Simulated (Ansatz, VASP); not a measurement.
Two plane-wave programs on HfB3N

File INCAR:

```
SYSTEM = HfB3N
PREC     = Accurate       ! precision mode
ENCUT    = 520            ! plane-wave cutoff, eV
EDIFF    = 1E-6           ! SCF threshold, eV
ISMEAR   = 0              ! smearing method
SIGMA    = 0.1            ! smearing width, eV
LREAL    = .FALSE.        ! projectors in reciprocal space
LASPH    = .TRUE.         ! aspherical terms in the spheres
NELM     = 80             ! most SCF steps
ALGO     = Normal         ! electronic algorithm
ISIF     = 2              ! what is computed and relaxed
LWAVE    = .FALSE.        ! write WAVECAR
LCHARG   = .FALSE.        ! write CHGCAR
GGA      = PE             ! functional
NBANDS   = 20             ! bands
```

File KPOINTS:

```
regular mesh
0
G
  4 4 4
  0 0 0
```

Contents of POSCAR:

```
HfB3N
1.0
    3.7805098100      0.0000000000      0.0000000000
    0.0000000000      3.7805098100      0.0000000000
    0.0000000000      0.0000000000      3.7805098100
Hf B N
1 3 1
Direct
    0.0000000000      0.0000000000      0.0000000000
    0.5000000000      0.5000000000      0.0000000000
    0.5000000000      0.0000000000      0.5000000000
    0.0000000000      0.5000000000      0.5000000000
    0.5000000000      0.5000000000      0.5000000000
```

Input for Ansatz:

```yaml
crystal:
  lattice:
    - [3.78050981, 0.0, 0.0]
    - [0.0, 3.78050981, 0.0]
    - [0.0, 0.0, 3.78050981]
  atoms:
    - { symbol: Hf, position: [0.0, 0.0, 0.0] }
    - { symbol: B, position: [0.5, 0.5, 0.0] }
    - { symbol: B, position: [0.5, 0.0, 0.5] }
    - { symbol: B, position: [0.0, 0.5, 0.5] }
    - { symbol: "N", position: [0.5, 0.5, 0.5] }
basis:
  ecutwfc: 420
kpoints:
  mp_grid: { grid: [4, 4, 4] }
hamiltonian:
  xc: pbe
scf:
  occupations: { method: gaussian, width: 0.1 }
  lower_state_search: "off"
output:
  forces: true
  stress: true
  eigenvalues: true
```

Change from the starting cell: species swapped into the Ti3AlC type (Pm-3m, No. 221).

Alike in both runs: task single point; functional PBE; k mesh 4 × 4 × 4; occupations gaussian, width 0.1 eV; no spin polarisation.

|  | VASP | Ansatz |
| --- | --- | --- |
| version | VASP 6.6.1 | Ansatz 0.2.0 |
| potentials or method | VASP PAW PBE potentials, release 64 (Hf_pv, B, N), cutoff 520 eV | scalar-relativistic, plane waves, PAW |
| valence electrons in the cell | 24 | 40 |

|  | VASP | Ansatz | Ansatz less VASP |
| --- | --- | --- | --- |
| gap on the k mesh at the Fermi level (eV) | none | none | - |
| pressure (GPa) | -17.7 | -17.4 | +0.29 |

A gap of «none» marks a metal or a gap that the smearing closes. VASP's potentials hold 24 valence electrons a cell and Ansatz's 40, so a difference there can come from the potentials and not from the codes.

The k mesh is coarse, so the values compare programs but aren't converged. Spin-orbit coupling is off throughout.
